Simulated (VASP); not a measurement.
The system is BaTiO3.

```
CELL_PARAMETERS angstrom
3.98550 0.00000 0.00000
0.00000 2.83690 2.84515
0.00000 -2.83690 2.84515
ATOMIC_POSITIONS crystal
Ba 0.00052 0.99985 0.00607
Ti 0.50393 0.51327 0.51997
O 0.50040 0.97716 0.50313
O 0.51683 0.50211 0.00965
O 0.00525 0.48972 0.50255
```

This cell differs from its parent crystal: atoms moved at random.

Base run:

* Program: VASP 6.6.1
* Functional: PBEsol
* Potentials or basis: VASP PAW PBE potentials, release 64 (Ba_sv, Ti_sv, O)
* Cutoff: 520 eV
* k mesh: 7 × 7 × 7
* Occupations: fermi-dirac, width 0.05 eV
* Spin: no spin polarisation

Its results: band gap on the k mesh 1.90 eV (least direct gap 2.09 eV); pressure -1.5 GPa; largest force 0.636 eV/Å.

**Question.** The run is repeated on the same cell with these changes: functional from PBEsol to PBE. What comes out?

**Answer.** Band gap on the k mesh 1.94 eV (least direct gap 2.13 eV); pressure 4.7 GPa; largest force 0.641 eV/Å.

PBE binds less tightly than PBEsol, so the same cell stands under more pressure.

Caveats: spin-orbit coupling is left out, which moves the levels of the heavy elements; the PAW data sets were made with another functional, which shifts forces and pressure a little (at least some runs); the cell stands under pressure (at least some runs).

A k mesh can miss the band edges.
